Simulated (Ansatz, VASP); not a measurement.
B in VASP and in Ansatz

File POSCAR:

```
B
1.0
    1.8852400000      0.0000000000      0.0000000000
    0.0000000000      1.8852400000      0.0000000000
    0.0000000000      0.0000000000      1.8852400000
B
1
Direct
    0.5000000000      0.5000000000      0.5000000000
```

Contents of INCAR.step1:

```
PREC = Accurate ; ENCUT = 600
EDIFF = 1E-5 ; ISMEAR = -1
SIGMA = 0.05 ; LREAL = F
LASPH = T ; NELM = 60
ALGO = Normal ; LWAVE = T
LCHARG = F ; GGA = PE
NBANDS = 8
```

The input INCAR.step2:

```
PREC = Accurate ; ENCUT = 600
EDIFF = 1E-7 ; ISMEAR = -1
SIGMA = 0.05 ; LREAL = F
LASPH = T ; NELM = 60
ALGO = Normal ; ISIF = 3
LWAVE = F ; LCHARG = F
GGA = PE ; LHFCALC = T
AEXX = 0.25 ; HFSCREEN = 0.3
PRECFOCK = Normal ; IBRION = 2
NSW = 60 ; EDIFFG = -0.01
ISTART = 1
```

KPOINTS

```
regular mesh
0
Gamma
  7 7 7
```

Contents of input:

```
crystal:
  lattice:
    - [1.88524, 0.0, 0.0]
    - [0.0, 1.88524, 0.0]
    - [0.0, 0.0, 1.88524]
  atoms:
    - { symbol: B, position: [0.5, 0.5, 0.5] }
hamiltonian:
  xc: { exchange: pbe, correlation: pbe, exx: { coeff: 0.25, omega: 0.3 } }
  pseudopotentials: { kind: paw }
kpoints:
  mp_grid: { grid: [7, 7, 7] }
scf:
  occupations: { method: fermi_dirac, width: 0.05 }
output:
  forces: true
  stress: true
  eigenvalues: true
  write_density: true
  write_potential: true
  elf: true
  volumetric_format: npy
relax:
  f_tol: 0.01
  max_steps: 40
  cell: { stress_tol: 0.05 }
```

Alike in both runs: task relaxation of cell and atoms; functional PBE-based screened hybrid with a share of 0.25 of exact exchange and HFSCREEN = 0.3; k mesh 7 × 7 × 7; occupations fermi-dirac, width 0.05 eV; no spin polarisation.

|  | VASP | Ansatz |
| --- | --- | --- |
| version | VASP 6.6.1 | Ansatz 0.2.0 |
| potentials or method | VASP PAW PBE potentials, release 64 (B) | Ansatz PAW |
| plane-wave cutoff (eV) | 600 | 420 |
| valence electrons in the cell | 3 | 3 |

|  | VASP | Ansatz | Ansatz less VASP |
| --- | --- | --- | --- |
| gap on the k mesh at the Fermi level, each at its own relaxed structure (eV) | none | none | - |
| relaxed volume (Å³/atom) | 6.59 | 6.59 | 0.000 |
| relaxed length of the cell vector where the two differ most in proportion (Å) | 1.874 | 1.874 | 0.0000 |

VASP's potentials were made for PBE, not for PBE-based screened hybrid. A gap of «none» marks a metal or a gap that the smearing closes.

The k mesh is coarse, so the values compare programs but aren't converged. Noted on Ansatz's run: the plane-wave basis is chosen anew once the cell has moved, so the energies of steps on either side of that aren't comparable.
